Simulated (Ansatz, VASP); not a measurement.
## As: VASP beside Ansatz

```
As
1.0
     3.44278    0.00000    0.00000
    -1.72139    2.98154    0.00000
     0.00000    0.00000   28.00000
As
2
Direct
  0.33333 0.66667 0.52338
  0.66667 0.33333 0.47663
```

Alike in both runs: task single point; functional LDA; k mesh 6 × 6 × 1; occupations gaussian, width 0.1 eV; no spin polarisation.

|  | VASP | Ansatz |
| --- | --- | --- |
| version | VASP 6.6.1 | Ansatz 0.2.0 |
| potentials or method | VASP PAW LDA potentials, release 64 (As), cutoff 400 eV | scalar-relativistic, plane waves, PAW |
| valence electrons in the cell | 10 | 30 |

VASP gave:

| Item | Value |
| --- | --- |
| gap on the k mesh at the Fermi level (eV) | 1.62 |
| least direct gap on the mesh (eV) | 2.22 |
| rms of the force components (eV/Å) | 0.888 |

What did Ansatz give for the same quantities?

gap on the k mesh at the Fermi level (eV): 1.61; least direct gap on the mesh (eV): 2.26; rms of the force components (eV/Å): 0.784.

LDA's correlation is that of Perdew and Zunger in VASP and of Perdew and Wang (1992) in Ansatz. Atom by atom the forces differ by 0.104 eV/Å (rms over components). VASP's potentials hold 10 valence electrons a cell and Ansatz's 30, so a difference there can come from the potentials and not from the codes.
